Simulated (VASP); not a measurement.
## Bi: single point with LDA

Bi:

```
Bi
1.0
     2.31197    1.33482    4.01524
    -2.31197    1.33482    4.01524
     0.00000   -2.66964    4.01524
Bi
2
Cartesian
  0.0000 0.0000 9.2270
  0.0000 0.0000 2.8187
```

This cell differs from its parent crystal: volume scaled by 1.06.

* Program: VASP 6.6.1
* Task: single point
* Functional: LDA
* Potentials or basis: VASP PAW LDA potentials, release 64 (Bi_d)
* Cutoff: 520 eV
* k mesh: 7 × 7 × 7
* Occupations: fermi-dirac, width 0.05 eV
* Spin: no spin polarisation

The pressure is -3.8 GPa and the largest force is 0.174 eV/Å. The band gap on the k mesh is 0.24 eV, indirect (least direct gap 0.49 eV).

Forces on the atoms (eV/Å):
```
Bi   0.000  0.000  0.174
Bi   0.000  0.000 -0.174
```

Stress tensor (GPa, compression positive):
```
-3.93  0.00  0.00
 0.00 -3.93  0.00
 0.00  0.00 -3.68
```

Levels at points of the mesh, in eV from the valence-band top:
```csv
k point,band 13,band 14,band 15,band 16,band 17,band 18
"(0.00, 0.00, 0.00)",-1.12,-0.89,-0.89,2.65,3.07,3.07
```

It took 34 s on 1 thread of Intel Xeon 6975P-C (shared host), peak memory 0.2 GiB.

Caveat: spin-orbit coupling is left out, which moves the levels of the heavy elements. A k mesh can miss the band edges.
